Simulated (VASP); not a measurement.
The system is B2P3.

```
B P
1.0
     3.99609    0.00000    0.00000
    -1.99804    3.46071    0.00000
     0.00000    0.00000    4.13538
B P
2 3
Cartesian
  0.0000 2.3071 2.0677
  1.9980 1.1536 2.0677
  0.0000 2.3071 0.0000
  1.9980 1.1536 0.0000
  0.0000 0.0000 2.0677
```

The cell was built from a structure type or drawn by symmetry, and may not be a known phase.

* Program: VASP 6.6.1
* Task: relaxation of cell and atoms
* Functional: PBE
* Potentials or basis: VASP PAW PBE potentials, release 64 (B, P)
* Cutoff: 600 eV
* k mesh: 12 × 12 × 10
* Occupations: gaussian, width 0.1 eV
* Spin: no spin polarisation

At the start: pressure -0.9 GPa; volume 11.44 Å³/atom.

Task: Where does the relaxation end?

Result: Over 4 steps the energy falls by 10.3 meV/atom and the volume is 11.28 Å³/atom (-1.3 %); space group P6/mmm (No. 191, to 0.1 Å) before and after.

Step by step:
```tsv
step	energy change (eV)	largest force (eV/Å)	pressure (GPa)	volume (Å³)
1	0.0000	0.0000	-0.89	57.19
2	-0.0471	0.0000	-0.18	56.65
3	-0.0513	0.0000	0.11	56.40
4	-0.0513	0.0000	0.08	56.42
```

Final structure:
```yaml
crystal:
  lattice:
    - [3.92052, 0.00000, 0.00000]
    - [-1.96026, 3.39527, 0.00000]
    - [0.00000, 0.00000, 4.23885]
  atoms:
    - { symbol: B, position: [0.33333, 0.66667, 0.50000] }
    - { symbol: B, position: [0.66667, 0.33333, 0.50000] }
    - { symbol: P, position: [0.33333, 0.66667, 0.00000] }
    - { symbol: P, position: [0.66667, 0.33333, 0.00000] }
    - { symbol: P, position: [0.00000, 0.00000, 0.50000] }
```
